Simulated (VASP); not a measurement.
BN (sol2), 4 atoms in the cell. Symmetry: P6_3mc, No. 186, hexagonal system. The conventional cell has a = 2.566 Å, b = 2.566 Å, c = 4.177 Å, α = 90.00°, β = 90.00°, γ = 120.00°. B (site symmetry 3m) has 4 N at 1.57 Å within 2.1 Å. N (site symmetry 3m) has 4 B at 1.57 Å within 2.1 Å.  This cell differs from its parent crystal: strained cell.

```yaml
Program: VASP 6.6.1
Task: single point
Functional: PBEsol
Potentials_or_basis: VASP PAW PBE potentials, release 64 (B, N)
Cutoff: 520 eV
k_mesh: 9 × 9 × 6
Occupations: gaussian, width 0.02 eV
Spin: no spin polarisation
Dipole_correction: no
Further_INCAR_settings: ALGO = Normal; EDIFF = 1e-06; NBANDS = 16
```

Potentials or basis: VASP PAW PBE potentials, release 64 (B, N).

The run is started by

```console
$ cat potpaw_PBE.64/B/POTCAR potpaw_PBE.64/N/POTCAR > POTCAR
$ mpirun -np 1 vasp_std > vasp.out
```

Hardware: 1 thread of Intel(R) Xeon(R) 6975P-C (Granite Rapids), on a shared host.

Estimate the wall time of this run.

Run time: 6.5 s on 1 thread of Intel(R) Xeon(R) 6975P-C (Granite Rapids), with other jobs on the host, peak memory 0.13 GiB. Counts: scf iterations 12, k points 48.
